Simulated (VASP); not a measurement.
# MgO: single point with r2SCAN

MgO:

```xyz
2
Lattice="0.0000 2.1159 2.1159 2.1159 0.0000 2.1159 2.1159 2.1159 0.0000" Properties=species:S:1:pos:R:3 pbc="T T T"
Mg    0.0000    0.0000    0.0000
O     2.1159    2.1159    2.1159
```

```yaml
Program: VASP 6.6.1
Task: single point
Functional: r2SCAN
Potentials_or_basis: VASP PAW PBE potentials, release 64 (Mg, O)
Cutoff: 660 eV
k_mesh: 4 × 4 × 4
Occupations: fermi-dirac, width 0.02 eV
Spin: no spin polarisation
Dipole_correction: no
Further_INCAR_settings: ALGO = Normal; EDIFF = 1e-06; NBANDS = 11
```

* Pressure: -4.5 GPa
* Band gap on the k mesh: 5.46 eV, direct

Levels at points of the mesh, in eV from the valence-band top:
| k point | band 2 | band 3 | band 4 | band 5 | band 6 | band 7 |
| --- | --- | --- | --- | --- | --- | --- |
| (0.00, 0.00, 0.00) | 0.00 | 0.00 | 0.00 | 5.46 | 16.75 | 16.75 |
| (0.50, 0.00, 0.00) | -4.55 | -0.66 | -0.66 | 8.70 | 13.64 | 17.27 |
| (0.50, 0.50, 0.00) | -4.05 | -1.36 | -1.36 | 10.01 | 10.90 | 14.13 |

Wall time 12 s on 1 thread of Intel(R) Xeon(R) 6975P-C (Granite Rapids), with other jobs on the host, peak memory 0.16 GiB.

Caveat: the k points lie up to 0.64 Å⁻¹ apart; the PAW data sets were made with another functional, which shifts forces and pressure a little. r2SCAN opens gaps a little over a GGA but as a rule still falls short of measured ones.
